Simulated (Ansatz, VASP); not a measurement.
## W: VASP beside Ansatz

```xyz
1
Lattice="-1.5681 1.5681 1.5681 1.5681 -1.5681 1.5681 1.5681 1.5681 -1.5681" Properties=species:S:1:pos:R:3 pbc="T T T"
W     0.0000    0.0000    0.0000
```

Alike in both runs: functional LDA; k mesh 18 × 18 × 18; occupations gaussian, width 0.1 eV; no spin polarisation.

Ansatz relaxed the structure, and its values are those at the end. VASP's run is a single point on that final structure, the one shown.

```csv
,VASP,Ansatz
version,VASP 6.6.1,Ansatz 0.2.0
potentials or method,"VASP PAW LDA potentials, release 64 (W_sv), cutoff 520 eV","scalar-relativistic, plane waves, PAW"
valence electrons in the cell,14,14
```

Ansatz gave:

```
gap on the k mesh at the Fermi level (eV) : none
pressure (GPa)                            : 0.0
```

What did VASP give for the same quantities?

gap on the k mesh at the Fermi level (eV): none; pressure (GPa): 1.9.

Ansatz warns that its potentials were made for another functional, while VASP's fit it. LDA's correlation is that of Perdew and Zunger in VASP and of Perdew and Wang (1992) in Ansatz. A gap of «none» marks a metal or a gap that the smearing closes.

Neither program's run includes spin-orbit coupling.
